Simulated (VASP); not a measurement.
# Zr3O (P6_3/mmc) in VASP: single point with r2SCAN

Aim: the single point of Zr3O with r2SCAN.

All numbers are computed with VASP 6.6.1; they aren't measurements. Logs are shortened: lines on timing, memory, paths and dates and some standing lists are left out, and cuts for length are marked.

## 1. The cell of the first run

The structure is hexagonal, space group P6_3/mmc (No. 194). Conventional cell: a = 5.652 Å, b = 5.652 Å, c = 5.169 Å, α = 90.00°, β = 90.00°, γ = 120.00°. Zr (site symmetry mm2) has 8 Zr at 2.81 to 3.05 Å and 4 O at 2.83 to 3.06 Å within 3.7 Å. O (site symmetry -6m2) has 12 Zr at 2.83 to 3.06 Å within 3.7 Å.

## 2. Single point, r2SCAN

File POSCAR:

```
Zr3O
1.0
    5.6522200644      0.0000000000      0.0000000000
   -2.8261100322      4.8949661636      0.0000000000
    0.0000000000      0.0000000000      5.1687686496
Zr O
6 2
Direct
    0.8340208901      0.6680417803      0.2500000000
    0.1659791099      0.8340208901      0.7500000000
    0.3319582197      0.1659791099      0.2500000000
    0.1659791099      0.3319582197      0.7500000000
    0.8340208901      0.1659791099      0.2500000000
    0.6680417803      0.8340208901      0.7500000000
    0.3333333333      0.6666666667      0.2500000000
    0.6666666667      0.3333333333      0.7500000000
```

File INCAR.step1:

```
SYSTEM = Zr3O
PREC = Accurate
ENCUT = 520
ISMEAR = 0
SIGMA = 0.1
LREAL = .False.
LASPH = .True.
NELM = 80
NBANDS = 52
GGA = PE
ALGO = Normal
EDIFF = 1E-4
LWAVE = .True.
LCHARG = .False.
```

File INCAR.step2:

```
SYSTEM = Zr3O
PREC = Accurate
ENCUT = 520
EDIFF = 1E-7
ISMEAR = 0
SIGMA = 0.1
LREAL = .False.
LASPH = .True.
NELM = 80
ALGO = Normal
ISIF = 2
LWAVE = .False.
LCHARG = .False.
METAGGA = R2SCAN
LMIXTAU = .True.
NBANDS = 52
ISTART = 1
```

File KPOINTS:

```
Automatic mesh
0
Gamma
  12 12 8
  0 0 0
```

Potentials or basis: VASP PAW PBE potentials, release 64 (Zr_sv, O).

On the command line:

```bash
$ cat potpaw_PBE.64/Zr_sv/POTCAR potpaw_PBE.64/O/POTCAR > POTCAR
$ cp INCAR.step1 INCAR
$ mpirun -np 1 vasp_std > vasp.out
$ cp INCAR.step2 INCAR
$ mpirun -np 1 vasp_std > vasp.out
```

OUTCAR:

```text
SYSTEM = Zr3O
   PREC = Accurate
   ENCUT = 520
   EDIFF = 1E-7
   ISMEAR = 0
   LREAL = .False.
   LASPH = .True.
   NELM = 80
   ISIF = 2
   METAGGA = R2SCAN
   ISTART = 1

 ion  position               nearest neighbor table
   1  0.834  0.668  0.250-   3 2.81   5 2.81   7 2.83   7 2.83   5 2.84   3 2.84   6 3.05   6 3.05
                             2 3.05   2 3.05
   2  0.166  0.834  0.750-   6 2.81   4 2.81   8 2.83   8 2.83   6 2.84   4 2.84   1 3.05   1 3.05
                             3 3.05   3 3.05
   3  0.332  0.166  0.250-   5 2.81   1 2.81   7 2.83   7 2.83   5 2.84   1 2.84   4 3.05   4 3.05
                             2 3.05   2 3.05
   4  0.166  0.332  0.750-   2 2.81   6 2.81   8 2.83   8 2.83   2 2.84   6 2.84   3 3.05   3 3.05
                             5 3.05   5 3.05
   5  0.834  0.166  0.250-   3 2.81   1 2.81   7 2.83   7 2.83   3 2.84   1 2.84   4 3.05   4 3.05
                             6 3.05   6 3.05
   6  0.668  0.834  0.750-   2 2.81   4 2.81   8 2.83   8 2.83   2 2.84   4 2.84   1 3.05   1 3.05
                             5 3.05   5 3.05
   7  0.333  0.667  0.250-   1 2.83   1 2.83   3 2.83   5 2.83   5 2.83   3 2.83
   8  0.667  0.333  0.750-   4 2.83   4 2.83   6 2.83   2 2.83   2 2.83   6 2.83

  LATTYP: Found a hexagonal cell.
 ALAT       =     5.6522200644
 C/A-ratio  =     0.9144669865

  Lattice vectors:

 A1 = (   5.6522200644,   0.0000000000,   0.0000000000)
 A2 = (  -2.8261100322,   4.8949661636,   0.0000000000)
 A3 = (   0.0000000000,   0.0000000000,   5.1687686496)

Analysis of symmetry for initial positions (statically):
=====================================================================
 Subroutine PRICEL returns:
 Original cell was already a primitive cell.

 Routine SETGRP: Setting up the symmetry group for a
 hexagonal supercell.

 Subroutine GETGRP returns: Found 24 space group operations
 (whereof 12 operations were pure point group operations)
 out of a pool of 24 trial point group operations.

The static configuration has the point symmetry D_3d.
 The point group associated with its full space group is D_6h.

Analysis of symmetry for dynamics (positions and initial velocities):
=====================================================================
 Subroutine PRICEL returns:
 Original cell was already a primitive cell.

 Routine SETGRP: Setting up the symmetry group for a
 hexagonal supercell.

 Subroutine GETGRP returns: Found 24 space group operations
 (whereof 12 operations were pure point group operations)
 out of a pool of 24 trial point group operations.

The dynamic configuration has the point symmetry D_3d.
 The point group associated with its full space group is D_6h.

 Subroutine INISYM returns: Found 24 space group operations
 (whereof 12 operations are pure point group operations),
 and found     1 'primitive' translations

----------------------------------------------------------------------------------------

                                     Primitive cell

  volume of cell :     143.0065

  direct lattice vectors                    reciprocal lattice vectors
     5.652220064  0.000000000  0.000000000     0.176921632  0.102145752  0.000000000
    -2.826110032  4.894966164  0.000000000     0.000000000  0.204291504  0.000000000
     0.000000000  0.000000000  5.168768650     0.000000000  0.000000000  0.193469677

  length of vectors
     5.652220064  5.652220064  5.168768650     0.204291504  0.204291504  0.193469677

  position of ions in fractional coordinates (direct lattice)
     0.834020890  0.668041780  0.250000000
     0.165979110  0.834020890  0.750000000
     0.331958220  0.165979110  0.250000000
     0.165979110  0.331958220  0.750000000
     0.834020890  0.165979110  0.250000000
     0.668041780  0.834020890  0.750000000
     0.333333333  0.666666667  0.250000000
     0.666666667  0.333333333  0.750000000

  ion indices of the primitive-cell ions
   primitive index   ion index
                 1           1
                 2           2
                 3           3
                 4           4
                 5           5
                 6           6
                 7           7
                 8           8

----------------------------------------------------------------------------------------

 KPOINTS: Automatic mesh

Automatic generation of k-mesh.
 Grid dimensions read from file:
 generate k-points for:   12   12    8

 Generating k-lattice:

  Cartesian coordinates                     Fractional coordinates (reciprocal lattice)
     0.014743469  0.008512146  0.000000000     0.083333333  0.000000000  0.000000000
     0.000000000  0.017024292  0.000000000     0.000000000  0.083333333  0.000000000
     0.000000000  0.000000000  0.024183710     0.000000000  0.000000000  0.125000000

  Length of vectors
     0.017024292  0.017024292  0.024183710

  Shift w.r.t. Gamma in fractional coordinates (k-lattice)
     0.000000000  0.000000000  0.000000000

 Subroutine IBZKPT returns following result:
 ===========================================

 Found     95 irreducible k-points:

 Following reciprocal coordinates:
            Coordinates               Weight
  0.000000  0.000000  0.000000      1.000000
  0.083333 -0.000000  0.000000      6.000000
  0.166667 -0.000000  0.000000      6.000000
  0.250000 -0.000000  0.000000      6.000000
  0.333333  0.000000  0.000000      6.000000
  0.416667 -0.000000  0.000000      6.000000
[... 16 lines left out ...]
  0.250000 -0.000000  0.125000     12.000000
  0.333333  0.000000  0.125000     12.000000
 [... further k-points ...]
   k-points           NKPTS =     95   k-points in BZ     NKDIM =     95   number of bands    NBANDS=     52
   number of dos      NEDOS =    301   number of ions     NIONS =      8
   total plane-waves  NPLWV =  70560
   dimension x,y,z NGX =    42 NGY =   42 NGZ =   40
   dimension x,y,z NGXF=    84 NGYF=   84 NGZF=   80
   ions per type =               6   2
   NGX,Y,Z   is equivalent  to a cutoff of  12.35, 12.35, 12.87 a.u.
   NGXF,Y,Z  is equivalent  to a cutoff of  24.71, 24.71, 25.73 a.u.
 SYSTEM =  Zr3O
   PREC   = accura    normal or accurate (medium, high low for compatibility)
   ISTART =      1    job   : 0-new  1-cont  2-samecut
   ICHARG =      0    charge: 1-file 2-atom 10-const
   ISPIN  =      1    spin polarized calculation?
   LNONCOLLINEAR =      F non collinear calculations
   LSORBIT =      F    spin-orbit coupling
   LASPH  =      T    aspherical Exc in radial PAW
   ENCUT  =  520.0 eV  38.22 Ry    6.18 a.u.  10.51 10.51  9.61*2*pi/ulx,y,z
   NELM   =     80;   NELMIN=  2; NELMDL=  0     # of ELM steps
   EDIFF  = 0.1E-06   stopping-criterion for ELM
   LREAL  =      F    real-space projection
   EDIFFG = 0.1E-05   stopping-criterion for IOM
   NSW    =      0    number of steps for IOM
   IBRION =     -1    ionic relax: 0-MD 1-quasi-New 2-CG
   NFREE  =      0    steps in history (QN), initial steepest desc. (CG)
   ISIF   =      2    stress and relaxation
   ISYM   =      2    0-nonsym 1-usesym 2-fastsym
   POTIM  = 0.5000    time-step for ionic-motion
   TEBEG  =    0.0;   TEEND  =   0.0 temperature during run
   PSTRESS=    0.0 pullay stress
   NELECT =      84.0000    total number of electrons
   NUPDOWN=      -1.0000    fix difference up-down
   EMIN   =  10.00;   EMAX   =-10.00  energy-range for DOS
   EFERMI =   0.00;   METHOD = LEGACY
   ISMEAR =     0;   SIGMA  =   0.10  broadening in eV -4-tet -1-fermi 0-gaus
   EFERMI_NEDOS =   21; number of points for ismear=-14 and -15
   IALGO  =     38    algorithm
   IMIX   =      4    mixing-type and parameters
     AMIX     =   0.40;   BMIX     =  1.00
     AMIX_MAG =   1.60;   BMIX_MAG =  1.00
  volume/ion in A,a.u.               =      17.88       120.63
  Fermi-wavevector in a.u.,A,eV,Ry     =   1.371037  2.590885 25.575465  1.879744
  Thomas-Fermi vector in A             =   2.496770
   LORBIT       =      0    0 simple, 1 ext, 2 COOP (PROOUT), +10 PAW based schemes
   METAGGA = R2SCAN    functional components
   LHFCALC =     F    Hartree Fock is set to
   AEXX    =    0.0000 exact exchange contribution
   IVDW    =     0    specifies the selected vdW correction
   LEPSILON=     F    determine dielectric tensor
   LRPA    =     F    only Hartree local field effects (RPA)
 non-spin polarized calculation
 Gauss-broadening in eV      SIGMA  =   0.10
  energy-cutoff  :      520.00
  volume of cell :      143.01
 maximum number of plane-waves:      3877
   NGX = 21   NGY = 21   NGZ = 19

 number of electron      84.0000009 magnetization

 Free energy of the ion-electron system (eV)
  ---------------------------------------------------
  ext. energy  EPLUGINS =         0.00000000
  ---------------------------------------------------
  free energy    TOTEN  =      -147.28173101 eV

  energy without entropy =     -147.23781671  energy(sigma->0) =     -147.25977386

 E-fermi :   9.4066     XC(G=0): -12.1861

 val. band max:        9.4053439952   @ k =   0.2500   0.1667   0.0000
 cond. band min:       9.4092067721   @ k =   0.0833   0.0833   0.5000
 fundamental gap:      0.0038627769
 Fermi energy:         9.4066452975

 k-point     1 :       0.0000    0.0000    0.0000
  band No.  band energies     occupation
      1     -40.9234      2.00000
      2     -40.7375      2.00000
      3     -40.5597      2.00000
      4     -40.5597      2.00000
      5     -40.4715      2.00000
      6     -40.4715      2.00000
[... 44 lines left out ...]
     51      12.9644      0.00000
     52      12.9644      0.00000

 k-point     2 :       0.0833   -0.0000    0.0000
  band No.  band energies     occupation
      1     -40.9182      2.00000
      2     -40.7337      2.00000
      3     -40.5653      2.00000
      4     -40.5599      2.00000
      5     -40.4755      2.00000
      6     -40.4714      2.00000
[... 44 lines left out ...]
     51      12.9292      0.00000
     52      12.9364      0.00000

 k-point     3 :       0.1667   -0.0000    0.0000
  band No.  band energies     occupation
      1     -40.9030      2.00000
      2     -40.7230      2.00000
      3     -40.5811      2.00000
      4     -40.5603      2.00000
      5     -40.4874      2.00000
      6     -40.4711      2.00000
[... 44 lines left out ...]
     51      12.7997      0.00000
     52      12.8248      0.00000
[... 1046 lines left out ...]
 k-point    23 :       0.2500   -0.0000    0.1250
  band No.  band energies     occupation
      1     -40.8726      2.00000
      2     -40.7142      2.00000
      3     -40.6000      2.00000
      4     -40.5575      2.00000
      5     -40.5106      2.00000
      6     -40.4741      2.00000
[... 44 lines left out ...]
     51      12.0956      0.00000
     52      12.5110      0.00000

 k-point    24 :       0.3333    0.0000    0.1250
  band No.  band energies     occupation
      1     -40.8427      2.00000
      2     -40.7017      2.00000
      3     -40.6197      2.00000
      4     -40.5580      2.00000
      5     -40.5359      2.00000
      6     -40.4738      2.00000
[... 44 lines left out ...]
     51      11.9432      0.00000
     52      12.1754      0.00000

 [... further k-points ...]

------------------------ aborting loop because EDIFF is reached ----------------------------------------

  FORCE on cell =-STRESS in cart. coord.  units (eV):
  Direction    XX          YY          ZZ          XY          YZ          ZX
  --------------------------------------------------------------------------------------
  -------------------------------------------------------------------------------------
  Total        0.1271362      0.1271362      0.0220086      0.0000000      0.0000000      0.0000000
  in kB        1.4243739      1.4243739      0.2465736      0.0000000      0.0000000      0.0000000
  external PRESSURE =       1.0317738 kB  Pullay stress =       0.0000000 kB

 VOLUME and BASIS-vectors are now :
 -----------------------------------------------------------------------------
  energy-cutoff  :      520.00
  volume of cell :      143.01
      direct lattice vectors                 reciprocal lattice vectors
     5.652220064  0.000000000  0.000000000     0.176921632  0.102145752  0.000000000
    -2.826110032  4.894966164  0.000000000     0.000000000  0.204291504  0.000000000
     0.000000000  0.000000000  5.168768650     0.000000000  0.000000000  0.193469677

 POSITION                                       TOTAL-FORCE (eV/Angst)
 -----------------------------------------------------------------------------------
      2.82611      3.27004      1.29219         0.000000      0.001481     -0.000000
     -1.41888      4.08250      3.87658        -0.001282      0.000740      0.000000
      1.40723      0.81246      1.29219        -0.001282     -0.000740     -0.000000
      0.00000      1.62492      3.87658         0.000000     -0.001481     -0.000000
      4.24499      0.81246      1.29219         0.001282     -0.000740      0.000000
      1.41888      4.08250      3.87658         0.001282      0.000740     -0.000000
     -0.00000      3.26331      1.29219         0.000000      0.000000     -0.000000
      2.82611      1.63166      3.87658         0.000000      0.000000     -0.000000
 -----------------------------------------------------------------------------------
    total drift:                               -0.000001      0.000000     -0.000000

  FREE ENERGIE OF THE ION-ELECTRON SYSTEM (eV)
  ---------------------------------------------------
  free  energy   TOTEN  =      -147.2817310090 eV

  energy  without entropy=     -147.2378167110  energy(sigma->0) =     -147.25977386
```

It took 72 min on 1 thread of Oxide Virtual Turin-like, shared host; peak memory 0.58 GiB.

What came out:

```yaml
Free_energy: -147.2817 eV
Pressure: 0.1 GPa
Band_gap_on_the_k_mesh: zero (bands 42 and 43 overlap by 1.41 eV)
```

Caveat: the PAW data sets were made with another functional, which shifts forces and pressure a little.
